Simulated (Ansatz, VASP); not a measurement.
# One calculation of Ag, two programs

```
CELL_PARAMETERS angstrom
-1.61219 1.65565 1.61219
1.69911 -1.65565 1.69911
1.61219 1.65565 -1.61219
ATOMIC_POSITIONS crystal
Ag 0.00000 0.00000 0.00000
```

Change from the starting cell: strain +0.0525 x Voigt [0, 0, 0, 0, 1, 0], atoms carried along.

Alike in both runs: task single point; functional PBEsol; k mesh 20 × 20 × 20; occupations gaussian, width 0.15 eV; no spin polarisation.

```csv
,VASP,Ansatz
version,VASP 6.6.1,Ansatz 0.2.0
potentials or method,"VASP PAW PBE potentials, release 64 (Ag), cutoff 520 eV","scalar-relativistic, plane waves, PAW"
valence electrons in the cell,11,19
```

Ansatz gave:

- gap on the k mesh at the Fermi level (eV): none
- pressure (GPa): -7.0
- traceless stress, the component that is largest in VASP (GPa): -1.98

Question: Which values does VASP return?

Answer: gap on the k mesh at the Fermi level (eV): none; pressure (GPa): -7.0; traceless stress, the component that is largest in VASP (GPa): -1.97.

VASP's potentials were made for PBE, not for PBEsol. A gap of «none» marks a metal or a gap that the smearing closes. VASP's potentials hold 11 valence electrons a cell and Ansatz's 19, so a difference there can come from the potentials and not from the codes.
